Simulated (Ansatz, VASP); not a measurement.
# Two plane-wave programs on KSi2Sb3

```
K Si Sb
1.0
     5.47688    0.00000    0.00000
    -2.73844    4.74311    0.00000
     0.00000    0.00000    6.44871
K Si Sb
1 2 3
Direct
  0.00000 0.00000 0.00000
  0.33333 0.66667 0.50000
  0.66667 0.33333 0.50000
  0.00000 0.00000 0.50000
  0.33333 0.66667 0.00000
  0.66667 0.33333 0.00000
```

Alike in both runs: functional PBE; k mesh 3 × 3 × 2; occupations gaussian, width 0.1 eV; no spin polarisation.

Ansatz relaxed the structure, and its values are those at the end. VASP's run is a single point on that final structure, the one shown.

```csv
,VASP,Ansatz
version,VASP 6.6.1,Ansatz 0.2.0
potentials or method,"VASP PAW PBE potentials, release 64 (K_sv, Si, Sb), cutoff 520 eV","scalar-relativistic, plane waves, PAW"
valence electrons in the cell,32,62
```

```csv
,VASP,Ansatz,Ansatz less VASP
gap on the k mesh at the Fermi level (eV),none,none,-
pressure (GPa),-0.1,-0.1,-0.02
```

A gap of «none» marks a metal or a gap that the smearing closes. VASP's potentials hold 32 valence electrons a cell and Ansatz's 62, so a difference there can come from the potentials and not from the codes.

The k mesh is coarse, so the values compare programs but aren't converged. Neither program's run includes spin-orbit coupling.
